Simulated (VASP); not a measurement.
HfN:

```
Hf N
1.0
     0.00000    2.45482    2.45482
     2.45482    0.00000    2.45482
     2.45482    2.45482    0.00000
Hf N
1 1
Direct
  0.00000 0.00000 0.00000
  0.25000 0.25000 0.25000
```

| Quantity | Value |
| --- | --- |
| Program | VASP 6.6.1 |
| Task | relaxation of cell and atoms |
| Functional | PBEsol |
| Potentials or basis | VASP PAW PBE potentials, release 64 (Hf_pv, N) |
| Cutoff | 600 eV |
| k mesh | 9 × 9 × 9 |
| Occupations | fermi-dirac, width 0.05 eV |
| Spin | no spin polarisation |

At the start: pressure -6.0 GPa; volume 14.79 Å³/atom.

Q: Where does the relaxation end?

A: Over 3 steps the energy falls by 8.6 meV/atom and the volume is 14.35 Å³/atom (-3.0 %); space group F-43m (No. 216, to 0.05 Å).

The path:
```csv
step,energy change (eV),largest force (eV/Å),pressure (GPa),volume (Å³)
1,0.0000,0.0000,-5.99,29.59
2,0.0313,0.0000,11.60,27.28
3,-0.0173,0.0000,-0.07,28.70
```

Final structure:
```
Hf N
1.0
     0.00000    2.43001    2.43001
     2.43001    0.00000    2.43001
     2.43001    2.43001    0.00000
Hf N
1 1
Direct
  0.00000 0.00000 0.00000
  0.25000 0.25000 0.25000
```

Caveat: the PAW data sets were made with another functional, which shifts forces and pressure a little.
